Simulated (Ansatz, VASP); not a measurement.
# RbSi2: VASP beside Ansatz

```
CELL_PARAMETERS angstrom
3.97604 0.00000 0.00000
-1.98802 3.44335 0.00000
0.00000 0.00000 6.04163
ATOMIC_POSITIONS crystal
Rb 0.00000 0.00000 0.00000
Si 0.33333 0.66667 0.44922
Si 0.66667 0.33333 0.55078
```

Alike in both runs: task relaxation of cell and atoms; functional PBE; k mesh 12 × 12 × 8; occupations gaussian, width 0.1 eV; no spin polarisation.

|  | VASP | Ansatz |
| --- | --- | --- |
| version | VASP 6.6.1 | Ansatz 0.2.0 |
| potentials or method | VASP PAW PBE potentials, release 64 (Rb_sv, Si), cutoff 600 eV | scalar-relativistic, plane waves, PAW |
| valence electrons in the cell | 17 | 17 |

|  | VASP | Ansatz | Ansatz less VASP |
| --- | --- | --- | --- |
| gap on the k mesh at the Fermi level, each at its own relaxed structure (eV) | none | none | - |
| relaxed volume (Å³/atom) | 27.53 | 27.54 | +0.004 |
| relaxed cell length with the largest relative difference (Å) | 6.050 | 6.047 | -0.0025 |

A gap of «none» marks a metal or a gap that the smearing closes.
